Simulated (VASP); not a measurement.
# Ge (R-3) in VASP: notebook

Runs on Ge. Level: LDA. Tasks: single point.

Program: VASP 6.6.1. These are calculated values, not measurements. Logs are shortened: lines on timing, memory, paths and dates and some standing lists are left out, and cuts for length are marked.

## (1) The cell of the first run

It takes space group R-3 (No. 148, trigonal). The conventional cell has a = 9.663 Å, b = 9.663 Å, c = 5.948 Å, α = 90.00°, β = 90.00°, γ = 120.00°. Ge (site symmetry 3) has 4 Ge at 2.43 to 2.57 Å within 3.2 Å. Within 3.2 Å of Ge (site symmetry 1) lie 4 Ge at 2.43 to 2.50 Å.

## (2) Single point, LDA

File INCAR:

```
  PREC = Accurate
  ENCUT = 520
  EDIFF = 1E-6
  ISMEAR = 0
  SIGMA = 0.15
  LREAL = F
  LASPH = T
  NELM = 60
  ALGO = Fast
  ISIF = 2
  LWAVE = F
  LCHARG = F
  NBANDS = 66
```

File KPOINTS:

```
regular mesh
0
Gamma
  9 9 9
```

File POSCAR:

```
Ge
1.0
    4.8313000000      2.7893523555      1.9825333333
   -4.8313000000      2.7893523555      1.9825333333
    0.0000000000     -5.5787047111      1.9825333333
Ge
8
Direct
    0.7160372198      0.7160372198      0.7160372198
    0.2839627802      0.2839627802      0.2839627802
    0.0289443365      0.7253625346      0.5322921793
    0.5322921793      0.0289443365      0.7253625346
    0.7253625346      0.5322921793      0.0289443365
    0.9710556635      0.2746374654      0.4677078207
    0.4677078207      0.9710556635      0.2746374654
    0.2746374654      0.4677078207      0.9710556635
```

Potentials or basis: VASP PAW LDA potentials, release 64 (Ge_d).

The run is started by

```sh
cat potpaw_LDA.64/Ge_d/POTCAR > POTCAR
mpirun -np 1 vasp_std > vasp.out
```

OUTCAR:

```text
PREC = Accurate
   ENCUT = 520
   EDIFF = 1E-6
   ISMEAR = 0
   LREAL = F
   LASPH = T
   NELM = 60
   ISIF = 2

 ion  position               nearest neighbor table
   1  0.716  0.716  0.716-   3 2.43   4 2.43   5 2.43   2 2.57
   2  0.284  0.284  0.284-   6 2.43   7 2.43   8 2.43   1 2.57
   3  0.029  0.725  0.532-   1 2.43   6 2.45   4 2.50   5 2.50
   4  0.532  0.029  0.725-   1 2.43   7 2.45   3 2.50   5 2.50
   5  0.725  0.532  0.029-   1 2.43   8 2.45   4 2.50   3 2.50
   6  0.971  0.275  0.468-   2 2.43   3 2.45   7 2.50   8 2.50
   7  0.468  0.971  0.275-   2 2.43   4 2.45   6 2.50   8 2.50
   8  0.275  0.468  0.971-   2 2.43   5 2.45   7 2.50   6 2.50

  LATTYP: Found a trigonal (rhomboedric) cell.
 ALAT       =     5.9205054405
 COS(alpha) =    -0.3318043785

  Lattice vectors:

 A1 = (   4.8313000000,   2.7893523555,   1.9825333333)
 A2 = (  -4.8313000000,   2.7893523555,   1.9825333333)
 A3 = (   0.0000000000,  -5.5787047111,   1.9825333333)

Analysis of symmetry for initial positions (statically):
=====================================================================
 Subroutine PRICEL returns:
 Original cell was already a primitive cell.

 Routine SETGRP: Setting up the symmetry group for a
 trigonal (rhombohedral) supercell.

 Subroutine GETGRP returns: Found  6 space group operations
 (whereof  6 operations were pure point group operations)
 out of a pool of 12 trial point group operations.

The static configuration has the point symmetry S_6 .

Analysis of symmetry for dynamics (positions and initial velocities):
=====================================================================
 Subroutine PRICEL returns:
 Original cell was already a primitive cell.

 Routine SETGRP: Setting up the symmetry group for a
 trigonal (rhombohedral) supercell.

 Subroutine GETGRP returns: Found  6 space group operations
 (whereof  6 operations were pure point group operations)
 out of a pool of 12 trial point group operations.

The dynamic configuration has the point symmetry S_6 .

 Subroutine INISYM returns: Found  6 space group operations
 (whereof  6 operations are pure point group operations),
 and found     1 'primitive' translations

----------------------------------------------------------------------------------------

                                     Primitive cell

  volume of cell :     160.3021

  direct lattice vectors                    reciprocal lattice vectors
     4.831300000  2.789352356  1.982533333     0.103491814  0.059751027  0.168135046
    -4.831300000  2.789352356  1.982533333    -0.103491814  0.059751027  0.168135046
     0.000000000 -5.578704711  1.982533333     0.000000000 -0.119502053  0.168135046

  length of vectors
     5.920505440  5.920505440  5.920505441     0.206276839  0.206276839  0.206276839

  position of ions in fractional coordinates (direct lattice)
     0.716037220  0.716037220  0.716037220
     0.283962780  0.283962780  0.283962780
     0.028944336  0.725362535  0.532292179
     0.532292179  0.028944336  0.725362535
     0.725362535  0.532292179  0.028944336
     0.971055664  0.274637465  0.467707821
     0.467707821  0.971055664  0.274637465
     0.274637465  0.467707821  0.971055664

  ion indices of the primitive-cell ions
   primitive index   ion index
                 1           1
                 2           2
                 3           3
                 4           4
                 5           5
                 6           6
                 7           7
                 8           8

----------------------------------------------------------------------------------------

 KPOINTS: regular mesh

Automatic generation of k-mesh.
 Grid dimensions read from file:
 generate k-points for:    9    9    9

 Generating k-lattice:

  Cartesian coordinates                     Fractional coordinates (reciprocal lattice)
     0.011499090  0.006639003  0.018681672     0.111111111  0.000000000 -0.000000000
    -0.011499090  0.006639003  0.018681672     0.000000000  0.111111111 -0.000000000
     0.000000000 -0.013278006  0.018681672    -0.000000000 -0.000000000  0.111111111

  Length of vectors
     0.022919649  0.022919649  0.022919649

  Shift w.r.t. Gamma in fractional coordinates (k-lattice)
     0.000000000  0.000000000  0.000000000

 Subroutine IBZKPT returns following result:
 ===========================================

 Found    125 irreducible k-points:

 Following reciprocal coordinates:
            Coordinates               Weight
  0.000000  0.000000  0.000000      1.000000
  0.111111  0.000000  0.000000      6.000000
  0.222222  0.000000  0.000000      6.000000
  0.333333  0.000000  0.000000      6.000000
  0.444444  0.000000  0.000000      6.000000
  0.111111  0.111111  0.000000      6.000000
[... 16 lines left out ...]
  0.444444  0.222222  0.000000      6.000000
 -0.444444 -0.000000 -0.222222      6.000000
 [... further k-points ...]
   k-points           NKPTS =    125   k-points in BZ     NKDIM =    125   number of bands    NBANDS=     66
   number of dos      NEDOS =    301   number of ions     NIONS =      8
   total plane-waves  NPLWV = 110592
   dimension x,y,z NGX =    48 NGY =   48 NGZ =   48
   dimension x,y,z NGXF=    96 NGYF=   96 NGZF=   96
   ions per type =               8
   NGX,Y,Z   is equivalent  to a cutoff of  13.48, 13.48, 13.48 a.u.
   NGXF,Y,Z  is equivalent  to a cutoff of  26.96, 26.96, 26.96 a.u.
 SYSTEM =  unknown system
   PREC   = accura    normal or accurate (medium, high low for compatibility)
   ISTART =      0    job   : 0-new  1-cont  2-samecut
   ICHARG =      2    charge: 1-file 2-atom 10-const
   ISPIN  =      1    spin polarized calculation?
   LNONCOLLINEAR =      F non collinear calculations
   LSORBIT =      F    spin-orbit coupling
   LASPH  =      T    aspherical Exc in radial PAW
   ENCUT  =  520.0 eV  38.22 Ry    6.18 a.u.  11.01 11.01 11.01*2*pi/ulx,y,z
   NELM   =     60;   NELMIN=  2; NELMDL= -5     # of ELM steps
   EDIFF  = 0.1E-05   stopping-criterion for ELM
   LREAL  =      F    real-space projection
   EDIFFG = 0.1E-04   stopping-criterion for IOM
   NSW    =      0    number of steps for IOM
   IBRION =     -1    ionic relax: 0-MD 1-quasi-New 2-CG
   NFREE  =      0    steps in history (QN), initial steepest desc. (CG)
   ISIF   =      2    stress and relaxation
   ISYM   =      2    0-nonsym 1-usesym 2-fastsym
   POTIM  = 0.5000    time-step for ionic-motion
   TEBEG  =    0.0;   TEEND  =   0.0 temperature during run
   PSTRESS=    0.0 pullay stress
   NELECT =     112.0000    total number of electrons
   NUPDOWN=      -1.0000    fix difference up-down
   EMIN   =  10.00;   EMAX   =-10.00  energy-range for DOS
   EFERMI =   0.00;   METHOD = LEGACY
   ISMEAR =     0;   SIGMA  =   0.15  broadening in eV -4-tet -1-fermi 0-gaus
   EFERMI_NEDOS =   21; number of points for ismear=-14 and -15
   IALGO  =     68    algorithm
   IMIX   =      4    mixing-type and parameters
     AMIX     =   0.40;   BMIX     =  1.00
     AMIX_MAG =   1.60;   BMIX_MAG =  1.00
  volume/ion in A,a.u.               =      20.04       135.22
  Fermi-wavevector in a.u.,A,eV,Ry     =   1.452673  2.745153 28.711805  2.110258
  Thomas-Fermi vector in A             =   2.570028
   LORBIT       =      0    0 simple, 1 ext, 2 COOP (PROOUT), +10 PAW based schemes
   GGA     = CA    functional components
   LHFCALC =     F    Hartree Fock is set to
   AEXX    =    0.0000 exact exchange contribution
   IVDW    =     0    specifies the selected vdW correction
   LEPSILON=     F    determine dielectric tensor
   LRPA    =     F    only Hartree local field effects (RPA)
 non-spin polarized calculation
 RMM-DIIS sequential band-by-band and
 Gauss-broadening in eV      SIGMA  =   0.15
  energy-cutoff  :      520.00
  volume of cell :      160.30
 maximum number of plane-waves:      4340
 NGX is ok and might be reduce to    48
   NGX = 21   NGY = 21   NGZ = 21

 number of electron     111.9999996 magnetization

 Free energy of the ion-electron system (eV)
  ---------------------------------------------------
  ext. energy  EPLUGINS =         0.00000000
  ---------------------------------------------------
  free energy    TOTEN  =       -40.57147410 eV

  energy without entropy =      -40.56079792  energy(sigma->0) =      -40.56613601

 E-fermi :   5.7745     XC(G=0): -11.0544

 val. band max:        5.7715161615   @ k =   0.4444   0.3333   0.3333
 cond. band min:       5.7959503268   @ k =  -0.3333  -0.3333   0.2222
 fundamental gap:      0.0244341653
 Fermi energy:         5.7744716906

 k-point     1 :       0.0000    0.0000    0.0000
  band No.  band energies     occupation
      1     -19.1978      2.00000
      2     -19.1978      2.00000
      3     -19.1843      2.00000
      4     -19.1796      2.00000
      5     -19.1796      2.00000
      6     -19.1483      2.00000
[... 58 lines left out ...]
     65      10.8935      0.00000
     66      12.4121      0.00000

 k-point     2 :       0.1111    0.0000    0.0000
  band No.  band energies     occupation
      1     -19.1984      2.00000
      2     -19.1969      2.00000
      3     -19.1845      2.00000
      4     -19.1786      2.00000
      5     -19.1771      2.00000
      6     -19.1517      2.00000
[... 58 lines left out ...]
     65      10.9566      0.00000
     66      11.8765      0.00000

 k-point     3 :       0.2222    0.0000    0.0000
  band No.  band energies     occupation
      1     -19.1994      2.00000
      2     -19.1943      2.00000
      3     -19.1843      2.00000
      4     -19.1760      2.00000
      5     -19.1714      2.00000
      6     -19.1557      2.00000
[... 1438 lines left out ...]
     65      10.1970      0.00000
     66      10.5106      0.00000

 k-point    24 :      -0.4444   -0.0000   -0.2222
  band No.  band energies     occupation
      1     -19.1974      2.00000
      2     -19.1892      2.00000
      3     -19.1796      2.00000
      4     -19.1751      2.00000
      5     -19.1614      2.00000
      6     -19.1565      2.00000
[... 58 lines left out ...]
     65      10.2067      0.00000
     66      10.6908      0.00000

 [... further k-points ...]

------------------------ aborting loop because EDIFF is reached ----------------------------------------

  FORCE on cell =-STRESS in cart. coord.  units (eV):
  Direction    XX          YY          ZZ          XY          YZ          ZX
  --------------------------------------------------------------------------------------
  -------------------------------------------------------------------------------------
  Total        1.5417309      1.5417309     -3.3431144      0.0000001      0.0000000      0.0000000
  in kB       15.4091973     15.4091973    -33.4135550      0.0000005      0.0000000      0.0000000
  external PRESSURE =      -0.8650535 kB  Pullay stress =       0.0000000 kB

 VOLUME and BASIS-vectors are now :
 -----------------------------------------------------------------------------
  energy-cutoff  :      520.00
  volume of cell :      160.30
      direct lattice vectors                 reciprocal lattice vectors
     4.831300000  2.789352356  1.982533333     0.103491814  0.059751027  0.168135046
    -4.831300000  2.789352356  1.982533333    -0.103491814  0.059751027  0.168135046
     0.000000000 -5.578704711  1.982533333     0.000000000 -0.119502053  0.168135046

 POSITION                                       TOTAL-FORCE (eV/Angst)
 -----------------------------------------------------------------------------------
      0.00000     -0.00000      4.25870         0.000000      0.000000     -0.301377
      0.00000     -0.00000      1.68890         0.000000     -0.000000      0.301377
     -3.36461     -0.86547      2.55073         0.004439      0.211370      0.011415
      2.43182     -2.48110      2.55073        -0.185272     -0.101841      0.011415
      0.93278      3.34657      2.55073         0.180832     -0.109530      0.011415
      3.36461      0.86547      3.39687        -0.004439     -0.211370     -0.011415
     -2.43182      2.48110      3.39687         0.185272      0.101841     -0.011415
     -0.93278     -3.34657      3.39687        -0.180832      0.109530     -0.011415
 -----------------------------------------------------------------------------------
    total drift:                               -0.000000      0.000000      0.000000

  FREE ENERGIE OF THE ION-ELECTRON SYSTEM (eV)
  ---------------------------------------------------
  free  energy   TOTEN  =       -40.5714741037 eV

  energy  without entropy=      -40.5607979154  energy(sigma->0) =      -40.56613601
```

Wall time 53 min (1 thread of Oxide Virtual Turin-like, shared host); peak memory 0.82 GiB.

What came out:

```
Free energy            : -40.5715 eV
Pressure               : -0.1 GPa
Largest force          : 0.301 eV/Å
Band gap on the k mesh : zero (bands 56 and 57 overlap by 0.49 eV)
```

Forces in eV/Å, atoms in the order of the input:
```
Ge   0.000  0.000 -0.301
Ge   0.000  0.000  0.301
Ge   0.004  0.211  0.011
Ge  -0.185 -0.102  0.011
Ge   0.181 -0.110  0.011
Ge  -0.004 -0.211 -0.011
Ge   0.185  0.102 -0.011
Ge  -0.181  0.110 -0.011
```

Stress tensor (GPa, compression positive):
```
 1.54  0.00  0.00
 0.00  1.54  0.00
 0.00  0.00 -3.34
```

Caveat: semilocal functionals underestimate gaps, so a narrow gap can read as zero.

(Part 1 of 3 ends here.)
